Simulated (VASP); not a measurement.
# GaB2Os3 in VASP: single point with r2SCAN

Aim: the single point of GaB2Os3 with r2SCAN.

Program: VASP 6.6.1. These are calculated values, not measurements. Logs are shortened: lines on timing, memory, paths and dates and some standing lists are left out, and cuts for length are marked.

## 1. The cell of the first run

The typed cell holds 6 atoms: a = 5.346 Å, b = 5.346 Å, c = 3.003 Å, α = 90.00°, β = 90.00°, γ = 120.00°.

## 2. Single point, r2SCAN

The input, POSCAR:

```
GaB2Os3
1.0
    5.3456950000      0.0000000000      0.0000000000
   -2.6728480000      4.6295090000      0.0000000000
    0.0000000000      0.0000000000      3.0026050000
B Os Ga
2 3 1
Direct
    0.3333000000      0.6667000000      0.0000000000
    0.6666000000      0.3333000000      0.0000000000
    0.5000000000      0.0000000000      0.5000000000
    0.5000000000      0.5000000000      0.5000000000
    0.0000000000      0.5000000000      0.5000000000
    0.0000000000      0.0000000000      0.0000000000
```

The input, INCAR.step1:

```
ALGO = Normal
EDIFF = 1E-4
ENCUT = 520
GGA = PE
ISMEAR = 0
LASPH = True
LCHARG = False
LREAL = False
LWAVE = True
NBANDS = 30
NELM = 60
PREC = Accurate
SIGMA = 0.0513
```

The input, INCAR.step2:

```
ALGO = Normal
EDIFF = 1E-6
ENCUT = 520
ISIF = 2
ISMEAR = 0
ISTART = 1
LASPH = True
LCHARG = False
LMIXTAU = True
LREAL = False
LWAVE = False
METAGGA = R2SCAN
NBANDS = 30
NELM = 60
PREC = Accurate
SIGMA = 0.0513
```

The input, KPOINTS:

```
k-points
0
Gamma
  7 7 11
```

Potentials or basis: VASP PAW PBE potentials, release 64 (B, Os, Ga_d).

Command:

```console
> cat potpaw_PBE.64/B/POTCAR potpaw_PBE.64/Os/POTCAR potpaw_PBE.64/Ga_d/POTCAR > POTCAR
> cp INCAR.step1 INCAR
> mpirun -np 1 vasp_std > vasp.out
> cp INCAR.step2 INCAR
> mpirun -np 1 vasp_std > vasp.out
```

OUTCAR:

```text
EDIFF = 1E-6
   ENCUT = 520
   ISIF = 2
   ISMEAR = 0
   ISTART = 1
   LASPH = True
   LREAL = False
   METAGGA = R2SCAN
   NELM = 60
   PREC = Accurate

 ion  position               nearest neighbor table
   1  0.333  0.667  0.000-   5 2.15   5 2.15   3 2.15   3 2.15   4 2.15   4 2.15
   2  0.667  0.333  0.000-   4 2.15   4 2.15   3 2.15   3 2.15   5 2.15   5 2.15
   3  0.500  0.000  0.500-   1 2.15   1 2.15   2 2.15   2 2.15   5 2.67   5 2.67   4 2.67   4 2.67
                             6 3.07   6 3.07   6 3.07   6 3.07
   4  0.500  0.500  0.500-   2 2.15   2 2.15   1 2.15   1 2.15   5 2.67   5 2.67   3 2.67   3 2.67
                             6 3.07   6 3.07   6 3.07   6 3.07
   5  0.000  0.500  0.500-   1 2.15   1 2.15   2 2.15   2 2.15   4 2.67   4 2.67   3 2.67   3 2.67
                             6 3.07   6 3.07   6 3.07   6 3.07
   6  0.000  0.000  0.000-   3 3.07   3 3.07   3 3.07   3 3.07   4 3.07   4 3.07   4 3.07   4 3.07
                             5 3.07   5 3.07   5 3.07   5 3.07

  LATTYP: Found a hexagonal cell.
 ALAT       =     5.3456950000
 C/A-ratio  =     0.5616865534

  Lattice vectors:

 A1 = (   5.3456950000,   0.0000000000,   0.0000000000)
 A2 = (  -2.6728480000,   4.6295090000,   0.0000000000)
 A3 = (   0.0000000000,   0.0000000000,   3.0026050000)

Analysis of symmetry for initial positions (statically):
=====================================================================
 Subroutine PRICEL returns:
 Original cell was already a primitive cell.

 Routine SETGRP: Setting up the symmetry group for a
 hexagonal supercell.

 Subroutine GETGRP returns: Found  4 space group operations
 (whereof  4 operations were pure point group operations)
 out of a pool of 24 trial point group operations.

The static configuration has the point symmetry C_2v.

Analysis of symmetry for dynamics (positions and initial velocities):
=====================================================================
 Subroutine PRICEL returns:
 Original cell was already a primitive cell.

 Routine SETGRP: Setting up the symmetry group for a
 hexagonal supercell.

 Subroutine GETGRP returns: Found  4 space group operations
 (whereof  4 operations were pure point group operations)
 out of a pool of 24 trial point group operations.

The dynamic configuration has the point symmetry C_2v.

 Subroutine INISYM returns: Found  4 space group operations
 (whereof  4 operations are pure point group operations),
 and found     1 'primitive' translations

----------------------------------------------------------------------------------------

                                     Primitive cell

  volume of cell :      74.3083

  direct lattice vectors                    reciprocal lattice vectors
     5.345695000  0.000000000  0.000000000     0.187066415  0.108002834  0.000000000
    -2.672848000  4.629509000  0.000000000     0.000000000  0.216005628  0.000000000
     0.000000000  0.000000000  3.002605000     0.000000000  0.000000000  0.333044140

  length of vectors
     5.345695000  5.345696401  3.002605000     0.216005685  0.216005628  0.333044140

  position of ions in fractional coordinates (direct lattice)
     0.333300000  0.666700000  0.000000000
     0.666600000  0.333300000  0.000000000
     0.500000000  0.000000000  0.500000000
     0.500000000  0.500000000  0.500000000
     1.000000000  0.500000000  0.500000000
     0.000000000  0.000000000  0.000000000

  ion indices of the primitive-cell ions
   primitive index   ion index
                 1           1
                 2           2
                 3           3
                 4           4
                 5           5
                 6           6

----------------------------------------------------------------------------------------

 KPOINTS: k-points

Automatic generation of k-mesh.
 Grid dimensions read from file:
 generate k-points for:    7    7   11

 Generating k-lattice:

  Cartesian coordinates                     Fractional coordinates (reciprocal lattice)
     0.026723774  0.015428976  0.000000000     0.142857143 -0.000000000  0.000000000
     0.000000000  0.030857947  0.000000000     0.000000000  0.142857143  0.000000000
     0.000000000  0.000000000  0.030276740     0.000000000  0.000000000  0.090909091

  Length of vectors
     0.030857955  0.030857947  0.030276740

  Shift w.r.t. Gamma in fractional coordinates (k-lattice)
     0.000000000  0.000000000  0.000000000

 Subroutine IBZKPT returns following result:
 ===========================================

 Found     96 irreducible k-points:

 Following reciprocal coordinates:
            Coordinates               Weight
  0.000000  0.000000  0.000000      1.000000
  0.142857  0.000000  0.000000      4.000000
  0.000000  0.142857  0.000000      2.000000
  0.285714  0.000000  0.000000      4.000000
  0.000000  0.285714  0.000000      2.000000
  0.428571  0.000000  0.000000      4.000000
[... 16 lines left out ...]
  0.000000  0.428571  0.090909      4.000000
  0.142857  0.142857  0.090909      8.000000
 [... further k-points ...]
   k-points           NKPTS =     96   k-points in BZ     NKDIM =     96   number of bands    NBANDS=     30
   number of dos      NEDOS =    301   number of ions     NIONS =      6
   total plane-waves  NPLWV =  38400
   dimension x,y,z NGX =    40 NGY =   40 NGZ =   24
   dimension x,y,z NGXF=    80 NGYF=   80 NGZF=   48
   ions per type =               2   3   1
   NGX,Y,Z   is equivalent  to a cutoff of  12.44, 12.44, 13.29 a.u.
   NGXF,Y,Z  is equivalent  to a cutoff of  24.88, 24.88, 26.58 a.u.
 SYSTEM =  unknown system
   PREC   = accura    normal or accurate (medium, high low for compatibility)
   ISTART =      1    job   : 0-new  1-cont  2-samecut
   ICHARG =      0    charge: 1-file 2-atom 10-const
   ISPIN  =      1    spin polarized calculation?
   LNONCOLLINEAR =      F non collinear calculations
   LSORBIT =      F    spin-orbit coupling
   LASPH  =      T    aspherical Exc in radial PAW
   ENCUT  =  520.0 eV  38.22 Ry    6.18 a.u.   9.94  9.94  5.58*2*pi/ulx,y,z
   NELM   =     60;   NELMIN=  2; NELMDL=  0     # of ELM steps
   EDIFF  = 0.1E-05   stopping-criterion for ELM
   LREAL  =      F    real-space projection
   EDIFFG = 0.1E-04   stopping-criterion for IOM
   NSW    =      0    number of steps for IOM
   IBRION =     -1    ionic relax: 0-MD 1-quasi-New 2-CG
   NFREE  =      0    steps in history (QN), initial steepest desc. (CG)
   ISIF   =      2    stress and relaxation
   ISYM   =      2    0-nonsym 1-usesym 2-fastsym
   POTIM  = 0.5000    time-step for ionic-motion
   TEBEG  =    0.0;   TEEND  =   0.0 temperature during run
   PSTRESS=    0.0 pullay stress
   NELECT =      43.0000    total number of electrons
   NUPDOWN=      -1.0000    fix difference up-down
   EMIN   =  10.00;   EMAX   =-10.00  energy-range for DOS
   EFERMI =   0.00;   METHOD = LEGACY
   ISMEAR =     0;   SIGMA  =   0.05  broadening in eV -4-tet -1-fermi 0-gaus
   EFERMI_NEDOS =   21; number of points for ismear=-14 and -15
   IALGO  =     38    algorithm
   IMIX   =      4    mixing-type and parameters
     AMIX     =   0.40;   BMIX     =  1.00
     AMIX_MAG =   1.60;   BMIX_MAG =  1.00
  volume/ion in A,a.u.               =      12.38        83.58
  Fermi-wavevector in a.u.,A,eV,Ry     =   1.364223  2.578007 25.321844  1.861103
  Thomas-Fermi vector in A             =   2.490557
   LORBIT       =      0    0 simple, 1 ext, 2 COOP (PROOUT), +10 PAW based schemes
   METAGGA = R2SCAN    functional components
   LHFCALC =     F    Hartree Fock is set to
   AEXX    =    0.0000 exact exchange contribution
   IVDW    =     0    specifies the selected vdW correction
   LEPSILON=     F    determine dielectric tensor
   LRPA    =     F    only Hartree local field effects (RPA)
 non-spin polarized calculation
 Gauss-broadening in eV      SIGMA  =   0.05
  energy-cutoff  :      520.00
  volume of cell :       74.31
 maximum number of plane-waves:      2021
   NGX = 19   NGY = 19   NGZ = 11

 number of electron      42.9999995 magnetization

 Free energy of the ion-electron system (eV)
  ---------------------------------------------------
  ext. energy  EPLUGINS =         0.00000000
  ---------------------------------------------------
  free energy    TOTEN  =      -182.53049934 eV

  energy without entropy =     -182.52181745  energy(sigma->0) =     -182.52615840

 E-fermi :   7.7235     XC(G=0): -14.1042

 val. band max:        7.7209081743   @ k =   0.0000   0.1429   0.4545
 cond. band min:       7.7235980444   @ k =  -0.2857   0.1429   0.0909
 fundamental gap:      0.0026898701
 Fermi energy:         7.7235441607

 k-point     1 :       0.0000    0.0000    0.0000
  band No.  band energies     occupation
      1      -7.9117      2.00000
      2      -7.8054      2.00000
      3      -7.8053      2.00000
      4      -7.7483      2.00000
      5      -7.7483      2.00000
      6      -5.6072      2.00000
[... 22 lines left out ...]
     29      13.0772      0.00000
     30      13.0774      0.00000

 k-point     2 :       0.1429    0.0000    0.0000
  band No.  band energies     occupation
      1      -7.9105      2.00000
      2      -7.8045      2.00000
      3      -7.8025      2.00000
      4      -7.7480      2.00000
      5      -7.7476      2.00000
      6      -5.4358      2.00000
[... 22 lines left out ...]
     29      12.7235      0.00000
     30      13.0663      0.00000

 k-point     3 :       0.0000    0.1429    0.0000
  band No.  band energies     occupation
      1      -7.9105      2.00000
      2      -7.8045      2.00000
      3      -7.8025      2.00000
      4      -7.7481      2.00000
      5      -7.7476      2.00000
      6      -5.4358      2.00000
[... 682 lines left out ...]
     29      13.9174      0.00000
     30      14.5953      0.00000

 k-point    24 :       0.1429    0.1429    0.0909
  band No.  band energies     occupation
      1      -7.8917      2.00000
      2      -7.8010      2.00000
      3      -7.7968      2.00000
      4      -7.7553      2.00000
      5      -7.7550      2.00000
      6      -4.9397      2.00000
[... 22 lines left out ...]
     29      12.8303      0.00000
     30      13.3701      0.00000

 [... further k-points ...]

------------------------ aborting loop because EDIFF is reached ----------------------------------------

  FORCE on cell =-STRESS in cart. coord.  units (eV):
  Direction    XX          YY          ZZ          XY          YZ          ZX
  --------------------------------------------------------------------------------------
  -------------------------------------------------------------------------------------
  Total        7.4719626      7.4800249     -1.0706148     -0.0000008      0.0000000      0.0000000
  in kB      161.1046058    161.2784391    -23.0837584     -0.0000174      0.0000000      0.0000000
  external PRESSURE =      99.7664288 kB  Pullay stress =       0.0000000 kB

 VOLUME and BASIS-vectors are now :
 -----------------------------------------------------------------------------
  energy-cutoff  :      520.00
  volume of cell :       74.31
      direct lattice vectors                 reciprocal lattice vectors
     5.345695000  0.000000000  0.000000000     0.187066415  0.108002834  0.000000000
    -2.672848000  4.629509000  0.000000000     0.000000000  0.216005628  0.000000000
     0.000000000  0.000000000  3.002605000     0.000000000  0.000000000  0.333044140

 POSITION                                       TOTAL-FORCE (eV/Angst)
 -----------------------------------------------------------------------------------
     -0.00027      3.08649      0.00000         0.001308     -0.002215      0.000000
      2.67258      1.54302      0.00000         0.001308      0.002215      0.000000
      2.67285      0.00000      1.50130         0.001845      0.000000      0.000000
      1.33642      2.31475      1.50130        -0.002072      0.002261      0.000000
     -1.33642      2.31475      1.50130        -0.002072     -0.002261      0.000000
      0.00000      0.00000      0.00000        -0.000317      0.000000      0.000000
 -----------------------------------------------------------------------------------
    total drift:                                0.000006     -0.000000     -0.000000

  FREE ENERGIE OF THE ION-ELECTRON SYSTEM (eV)
  ---------------------------------------------------
  free  energy   TOTEN  =      -182.5304993427 eV

  energy  without entropy=     -182.5218174527  energy(sigma->0) =     -182.52615840
```

Wall time 18 min (1 thread of Oxide Virtual Turin-like, shared host); peak memory 0.31 GiB.

Results:

- Free energy: -182.5305 eV
- Pressure: 10.0 GPa
- Largest force: 0.003 eV/Å
- Band gap on the k mesh: zero (an odd number of electrons rules out a gap without spin polarisation)

Forces in eV/Å, atoms in the order of the input:
```
B    0.001 -0.002  0.000
B    0.001  0.002  0.000
Os   0.002  0.000  0.000
Os  -0.002  0.002  0.000
Os  -0.002 -0.002  0.000
Ga   0.000  0.000  0.000
```

Caveat: the stress differs along the axes, from -2 to 16 GPa; the PAW data sets were made with another functional, which shifts forces and pressure a little; spin-orbit coupling is left out, which moves the levels of the heavy elements.
